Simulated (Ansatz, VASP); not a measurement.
# InSb3 in VASP and in Ansatz

File INCAR:

```
SYSTEM = InSb3
ALGO = Normal ; EDIFF = 1E-6
ENCUT = 520 ; GGA = PS
ISIF = 2 ; ISMEAR = 0
LASPH = .TRUE. ; LCHARG = .FALSE.
LREAL = .FALSE. ; LWAVE = .FALSE.
NBANDS = 22 ; NELM = 60
PREC = Accurate ; SIGMA = 0.15
```

Contents of KPOINTS:

```
k-points
0
G
  10 10 10
  0 0 0
```

File POSCAR:

```
InSb3
1.0
    4.4102137528      0.0000000000      0.0000000000
    0.0000000000      4.4102137528      0.0000000000
    0.0000000000      0.0000000000      5.2904924179
In Sb
1 3
Direct
    0.0000000000      0.0000000000      0.0000000000
    0.5000000000      0.0000000000      0.5000000000
    0.0000000000      0.5000000000      0.5000000000
    0.5000000000      0.5000000000      0.0000000000
```

Input for Ansatz:

```yaml
crystal:
  lattice:
    - [4.4102137528, 0.0, 0.0]
    - [0.0, 4.4102137528, 0.0]
    - [0.0, 0.0, 5.2904924179]
  atoms:
    - { symbol: In, position: [0.0, 0.0, 0.0] }
    - { symbol: Sb, position: [0.5, 0.0, 0.5] }
    - { symbol: Sb, position: [0.0, 0.5, 0.5] }
    - { symbol: Sb, position: [0.5, 0.5, 0.0] }
basis:
  ecutwfc: 420
kpoints:
  mp_grid: { grid: [10, 10, 10] }
hamiltonian:
  xc: pbesol
  pseudopotentials: { kind: paw, azcp: { folder: soft_1 } }
scf:
  occupations: { method: gaussian, width: 0.15 }
output:
  forces: true
  stress: true
  eigenvalues: true
```

Alike in both runs: task single point; functional PBEsol; k mesh 10 × 10 × 10; occupations gaussian, width 0.15 eV; no spin polarisation.

|  | VASP | Ansatz |
| --- | --- | --- |
| version | VASP 6.6.1 | Ansatz 0.2.0 |
| potentials or method | VASP PAW PBE potentials, release 64 (In_d, Sb), cutoff 520 eV | scalar-relativistic, plane waves, PAW |
| valence electrons in the cell | 28 | 58 |

VASP gave:

| Quantity | Value |
| --- | --- |
| gap on the k mesh at the Fermi level (eV) | none |
| pressure (GPa) | 2.0 |
| traceless stress, the component that is largest in VASP (GPa) | -0.82 |

Task: What did Ansatz give for the same quantities?

Result: gap on the k mesh at the Fermi level (eV): none; pressure (GPa): 2.0; traceless stress, the component that is largest in VASP (GPa): -0.78.

VASP's potentials were made for PBE, not for PBEsol, and Ansatz warns of the same on its side. A gap of «none» marks a metal or a gap that the smearing closes. VASP's potentials hold 28 valence electrons a cell and Ansatz's 58, so a difference there can come from the potentials and not from the codes.

Neither program's run includes spin-orbit coupling.
